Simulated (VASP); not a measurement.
Runs of VASP 6.6.1 on RbBr. The structure is that of space group Pm-3m (No. 221), or close to it. The cells are those of the table. 

```tsv
task	level	potentials or basis	cell	k mesh	cutoff (eV)	smearing	gap on the mesh (eV)	pressure (GPa)	relaxed volume (Å³/atom)
single point	PBEsol	VASP PAW PBE potentials, release 64 (Rb_sv, Br)	a = 4.072 Å, 2 atoms	6 × 6 × 6	520	fermi-dirac 0.02 eV	4.03	0.0	-
relaxation of cell and atoms	PBEsol	VASP PAW PBE potentials, release 64 (Rb_sv, Br)	relaxed from a = 4.197 Å, 2 atoms	6 × 6 × 6	600	fermi-dirac 0.02 eV	4.02	0.0	33.88
single point	PBE	VASP PAW PBE potentials, release 64 (Rb_sv, Br)	a = 4.197 Å, 2 atoms	6 × 6 × 6	520	fermi-dirac 0.02 eV	3.92	0.0	-
relaxation of cell and atoms	PBE	VASP PAW PBE potentials, release 64 (Rb_sv, Br)	relaxed from a = 4.185 Å, 2 atoms	6 × 6 × 6	600	fermi-dirac 0.02 eV	(a)	0.0	37.03
single point	PBE	VASP PAW PBE potentials, release 64 (Rb_sv, Br)	a = 4.128 Å, 2 atoms	4 × 4 × 4	520	gaussian 0.01 eV	(b)	0.8	-
single point	r2SCAN	VASP PAW PBE potentials, release 64 (Rb_sv, Br)	a = 4.128 Å, 2 atoms	6 × 6 × 6	520	fermi-dirac 0.02 eV	4.83	0.0	-
single point	LDA	VASP PAW LDA potentials, release 64 (Rb_sv, Br)	a = 3.968 Å, 2 atoms	6 × 6 × 6	520	fermi-dirac 0.02 eV	4.12	(c)	-
```

Alike in all rows: no spin polarisation.

Q: Estimate the missing entries.

A: (a) 3.91; (b) 4.07; (c) 0.1.

Caveats: the PAW data sets were made with another functional, which shifts forces and pressure a little (some runs).

A k mesh can miss the band edges, and the runs leave out spin-orbit coupling on Br, Rb.
